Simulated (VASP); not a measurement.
A run of VASP 6.6.1:

INCAR

```
SYSTEM = Sb
PREC = Accurate
ENCUT = 520
EDIFF = 1E-7
ISMEAR = 1
SIGMA = 0.1
LREAL = .False.
LASPH = .True.
NELM = 80
ALGO = Normal
ISIF = 2
LWAVE = .False.
LCHARG = .False.
GGA = CA
NBANDS = 12
```

The input KPOINTS:

```
regular mesh
0
Gamma
  7 7 4
  0 0 0
```

The input POSCAR:

```
Sb
1.0
    3.3545324186      0.0000000000      0.0000000000
   -1.6772662093      2.9051102923      0.0000000000
    0.0000000000      0.0000000000      5.4701606500
Sb
2
Direct
    0.6781860000      0.3344730000      0.7515460000
    0.3209610000      0.6625660000      0.2556060000
```

Potentials or basis: VASP PAW LDA potentials, release 64 (Sb).

Command:

```bash
$ cat potpaw_LDA.64/Sb/POTCAR > POTCAR
$ mpirun -np 1 vasp_std > vasp.out
```

Hardware: 1 thread of Intel(R) Xeon(R) 6975P-C (Granite Rapids), on a shared host.

Task: Estimate the wall time of this run.

Result: It took 28 s on 1 thread of Intel(R) Xeon(R) 6975P-C (Granite Rapids) (shared host), peak memory 0.18 GiB. Counts: scf iterations 11, k points 99.
